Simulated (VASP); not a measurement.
Set up this calculation in VASP 6.6.1, as the native input.

* Task: single point
* Functional: PBEsol
* Potentials or basis: VASP PAW PBE potentials, release 64 (Sc_sv)
* Cutoff: 500 eV
* k mesh: 8 × 8 × 8
* Occupations: fermi-dirac, width 0.1 eV
* Spin: no spin polarisation
* Dipole correction: no
* Further INCAR settings: ALGO = Normal; EDIFF = 1e-06; NBANDS = 12

The structure of Sc lies in POSCAR:

```
Sc
1.0
    0.0000000000      2.1280883122      2.1280883122
    2.1280883122      0.0000000000      2.1280883122
    2.1280883122      2.1280883122      0.0000000000
Sc
1
Direct
    0.0000000000      0.0000000000      0.0000000000
```

This isn't the form of Sc at room conditions, which is hcp.

The input as run:

INCAR

```
PREC = Accurate
ENCUT = 500
EDIFF = 1E-6
ISMEAR = -1
SIGMA = 0.1
LREAL = False
LASPH = True
NELM = 120
ALGO = Normal
ISIF = 2
LWAVE = False
LCHARG = True
GGA = PS
LELF = True
LVHAR = True
NBANDS = 12
GGA_COMPAT = False
```

KPOINTS

```
Automatic mesh
0
Gamma
  8 8 8
```

Potentials or basis: VASP PAW PBE potentials, release 64 (Sc_sv).

Run with:

```sh
$ cat potpaw_PBE.64/Sc_sv/POTCAR > POTCAR
$ mpirun -np 1 vasp_std > vasp.out
```

It gave:

```
Pressure               : 15.1 GPa
Band gap on the k mesh : zero (an odd number of electrons rules out a gap without spin polarisation)
```

Caveat: the cell stands under pressure; the PAW data sets were made with another functional, which shifts forces and pressure a little.

Wall time 5.8 s on 1 thread of AMD EPYC 7R13 Processor (Zen 3) (shared host), peak memory 0.11 GiB.
